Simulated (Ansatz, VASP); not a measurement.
Two plane-wave programs on Ga

The input INCAR:

```
PREC     = Accurate       # precision mode
ENCUT    = 520            # plane-wave cutoff, eV
EDIFF    = 1E-6           # SCF threshold, eV
ISMEAR   = -1             # smearing method
SIGMA    = 0.1            # smearing width, eV
LREAL    = F              # projectors in reciprocal space
LASPH    = T              # aspherical terms in the spheres
NELM     = 100            # most SCF steps
ALGO     = Normal         # electronic algorithm
ISIF     = 2              # what is computed and relaxed
LWAVE    = F              # write WAVECAR
LCHARG   = F              # write CHGCAR
NBANDS   = 26             # bands
```

KPOINTS

```
regular mesh
0
Gamma
  9 9 12
```

File POSCAR:

```
Ga
1.0
    4.4269103521      0.0000000000      0.0000000000
   -2.2134551761      3.8338168252      0.0000000000
    0.0000000000      0.0000000000      2.8384165406
Ga
3
Direct
    0.0000000000      0.0000000000      0.0000000000
    0.3333333333      0.6666666667      0.5000000000
    0.6666666667      0.3333333333      0.5000000000
```

Input for Ansatz:

```yaml
crystal:
  lattice:
    - [4.4269103521, 0.0, 0.0]
    - [-2.2134551761, 3.8338168252, 0.0]
    - [0.0, 0.0, 2.8384165406]
  atoms:
    - { symbol: Ga, position: [0.0, 0.0, 0.0] }
    - { symbol: Ga, position: [0.3333333333, 0.6666666667, 0.5] }
    - { symbol: Ga, position: [0.6666666667, 0.3333333333, 0.5] }
hamiltonian:
  xc: lda
  pseudopotentials:
    kind: paw
    azcp:
      Ga: "pseudopotentials/Ga.paw.azcp"
basis:
  ecutwfc: 420
  fft_grid_basis: typed
kpoints:
  mp_grid: { grid: [9, 9, 12], shift: [0, 0, 0] }
magnetization:
  spin_polarized: false
scf:
  occupations: { method: fermi_dirac, width: 0.1 }
  lower_state_search: "off"
output:
  stress: true
```

Alike in both runs: task single point; functional LDA; k mesh 9 × 9 × 12; occupations fermi-dirac, width 0.1 eV; no spin polarisation.

|  | VASP | Ansatz |
| --- | --- | --- |
| version | VASP 6.6.1 | Ansatz 0.2.0 |
| potentials or method | VASP PAW LDA potentials, release 64 (Ga_d), cutoff 520 eV | plane waves (420 eV) with PAW, scalar-relativistic |
| valence electrons in the cell | 39 | 39 |

|  | VASP | Ansatz | Ansatz less VASP |
| --- | --- | --- | --- |
| pressure (GPa) | 6.7 | 6.5 | -0.22 |
| traceless stress, the component that is largest in VASP (GPa) | -1.03 | -0.97 | +0.056 |

Ansatz warns that its potentials were made for another functional, while VASP's fit it. LDA's correlation is that of Perdew and Zunger in VASP and of Perdew and Wang (1992) in Ansatz.
